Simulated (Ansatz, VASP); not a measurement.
**Two plane-wave programs on Si**

INCAR

```
SYSTEM = Si
PREC     = Accurate       ! precision mode
ENCUT    = 500            ! plane-wave cutoff, eV
EDIFF    = 1E-6           ! SCF threshold, eV
ISMEAR   = -1             ! smearing method
SIGMA    = 0.1            ! smearing width, eV
LREAL    = .False.        ! projectors in reciprocal space
LASPH    = .True.         ! aspherical terms in the spheres
NELM     = 120            ! most SCF steps
ALGO     = Normal         ! electronic algorithm
ISIF     = 2              ! what is computed and relaxed
LWAVE    = .False.        ! write WAVECAR
LCHARG   = .False.        ! write CHGCAR
GGA      = PE             ! functional
NBANDS   = 11             ! bands
GGA_COMPAT= .False.
```

File KPOINTS:

```
Automatic mesh
0
Gamma
  4 4 4
  0 0 0
```

File POSCAR:

```
Si
1.0
   -2.3713723000      2.3713723000      1.3292653900
    2.3713723000     -2.3713723000      1.3292653900
    2.3713723000      2.3713723000     -1.3292653900
Si
2
Direct
    0.2499999981      0.7499999981      0.5000000000
    0.5000000000      0.5000000000      0.0000000000
```

Input for Ansatz:

```yaml
crystal:
  lattice:
    - [-2.3713723, 2.3713723, 1.32926539]
    - [2.3713723, -2.3713723, 1.32926539]
    - [2.3713723, 2.3713723, -1.32926539]
  atoms:
    - { symbol: Si, position: [0.24999999811926196, 0.749999998119262, 0.5] }
    - { symbol: Si, position: [0.5, 0.5, 0.0] }
kpoints:
  mp_grid:
    grid: [4, 4, 4]
hamiltonian:
  xc: pbe
scf:
  occupations:
    method: fermi_dirac
output:
  stress: true
```

Alike in both runs: task single point; functional PBE; k mesh 4 × 4 × 4; no spin polarisation.

```csv
,VASP,Ansatz
version,VASP 6.6.1,Ansatz 0.2.0
potentials or method,"VASP PAW PBE potentials, release 64 (Si)","plane waves, PAW"
plane-wave cutoff (eV),500,420
occupations,"fermi-dirac, width 0.1 eV",fermi-dirac
valence electrons in the cell,8,8
```

VASP gave:

* pressure (GPa): 3.6
* traceless stress, the component that is largest in VASP (GPa): 8.26

Task: What did Ansatz give for the same quantities?

Result: Pressure (GPa): 3.6; traceless stress, the component that is largest in VASP (GPa): 8.23.

The k mesh is coarse, so the values compare programs but aren't converged.
